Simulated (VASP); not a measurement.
Input of a VASP 6.6.1 run:

INCAR

```
SYSTEM = Si
PREC     = Accurate       ! precision mode
ENCUT    = 520            ! plane-wave cutoff, eV
EDIFF    = 1E-6           ! SCF threshold, eV
ISMEAR   = -1             ! smearing method
SIGMA    = 0.02           ! smearing width, eV
LREAL    = .False.        ! projectors in reciprocal space
LASPH    = .True.         ! aspherical terms in the spheres
NELM     = 80             ! most SCF steps
ALGO     = Normal         ! electronic algorithm
ISIF     = 2              ! what is computed and relaxed
LWAVE    = .False.        ! write WAVECAR
LCHARG   = .False.        ! write CHGCAR
GGA      = PS             ! functional
NBANDS   = 16             ! bands
```

Contents of KPOINTS:

```
regular mesh
0
Gamma
  7 5 7
  0 0 0
```

Contents of POSCAR:

```
Si
1.0
   -2.7169994313      2.7169994313      0.0000000000
    0.0000000000      0.0000000000      5.4339988627
    2.7169994313      2.7169994313      0.0000000000
Si
4
Direct
    0.5000000000      0.3750000000      0.2500000000
    0.0000000000      0.8750000000      0.7500000000
    0.0000000000      0.1250000000      0.2500000000
    0.5000000000      0.6250000000      0.7500000000
```

Potentials or basis: VASP PAW PBE potentials, release 64 (Si).

Launch:

```bash
$ cat potpaw_PBE.64/Si/POTCAR > POTCAR
$ mpirun -np 1 vasp_std > vasp.out
```

**Question.** Predict the band gap on the k mesh.

**Answer.** 0.46 eV.

**Question.** What does it give for the pressure?

**Answer.** 0.1 GPa.

Caveat: the PAW data sets were made with another functional, which shifts forces and pressure a little; an odd mesh through Γ misses points on the zone boundary, where band edges can lie.
